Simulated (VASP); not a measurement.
Here is a VASP 6.6.1 calculation.

The input INCAR:

```
ALGO     = Normal         # electronic algorithm
EDIFF    = 1E-6           # SCF threshold, eV
ENCUT    = 520            # plane-wave cutoff, eV
ISIF     = 2              # what is computed and relaxed
ISMEAR   = -1             # smearing method
LASPH    = T              # aspherical terms in the spheres
LCHARG   = F              # write CHGCAR
LREAL    = F              # projectors in reciprocal space
LWAVE    = F              # write WAVECAR
NBANDS   = 26             # bands
NELM     = 100            # most SCF steps
PREC     = Accurate       # precision mode
SIGMA    = 0.02           # smearing width, eV
```

The input KPOINTS:

```
k-points
0
Gamma
  12 12 6
```

POSCAR

```
ZnO
1.0
    3.1873906805      0.0000000000      0.0000000000
   -1.5936953402      2.7603613011      0.0000000000
    0.0000000000      0.0000000000      5.1526213086
Zn O
2 2
Direct
    0.3333333333      0.6666666667      0.5002773550
    0.6666666667      0.3333333333      0.0002773550
    0.6666666667      0.3333333333      0.3787326450
    0.3333333333      0.6666666667      0.8787326450
```

Potentials or basis: VASP PAW LDA potentials, release 64 (Zn, O).

Run with:

```console
$ cat potpaw_LDA.64/Zn/POTCAR potpaw_LDA.64/O/POTCAR > POTCAR
$ mpirun -np 1 vasp_std > vasp.out
```

Task: Estimate the pressure.

Result: 1.1 GPa.

Task: What does it give for the band gap on the k mesh?

Result: 0.81 eV, direct.

Forces in eV/Å, atoms in the order of the input:
```
Zn   0.000  0.000  0.002
Zn   0.000  0.000  0.002
O    0.000  0.000 -0.002
O    0.000  0.000 -0.002
```

**Experimental background.**

From “Electronic structure of alkaline earth and post-transition metal oxides”, 2009, arxiv:0908.1581, for a bulk crystal of ZnO: band gap 3.37 eV.

Against the measured gap of ZnO, 3.37 eV (quoted in “Electronic structure of alkaline earth and post-transition metal oxides”, 2009, arxiv:0908.1581), the calculated 0.81 eV is off by -2.56 eV. So large a miss can be the level of theory's own, or it may mean another phase, state or a wrong row. The value is that of LDA, without temperature or zero-point motion. Semilocal functionals fall short of measured gaps as a rule.
